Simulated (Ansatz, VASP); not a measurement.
## LaAl3N2: VASP beside Ansatz

```
CELL_PARAMETERS angstrom
-1.98557 1.98557 6.08463
1.98557 -1.98557 6.08463
1.98557 1.98557 -6.08463
ATOMIC_POSITIONS crystal
La 0.13071 0.13071 0.00000
Al 0.87931 0.37931 0.50000
Al 0.37931 0.87931 0.50000
Al 0.72598 0.72598 0.00000
N 0.39148 0.39148 0.00000
N 0.90833 0.90833 0.00000
```

Alike in both runs: functional PBE; k mesh 12 × 12 × 12; occupations gaussian, width 0.1 eV; no spin polarisation.

Ansatz relaxed the structure, and its values are those at the end. VASP's run is a single point on that final structure, the one shown.

```csv
,VASP,Ansatz
version,VASP 6.6.1,Ansatz 0.2.0
potentials or method,"VASP PAW PBE potentials, release 64 (La, Al, N), cutoff 520 eV","scalar-relativistic, plane waves, PAW"
valence electrons in the cell,30,30
```

```tsv
	VASP	Ansatz	Ansatz less VASP
gap on the k mesh at the Fermi level (eV)	none	none	-
pressure (GPa)	-0.1	0.0	+0.12
```

A gap of «none» marks a metal or a gap that the smearing closes. With one functional, cell and mesh, what is left measures potentials, basis and numerics.

Neither program's run includes spin-orbit coupling.
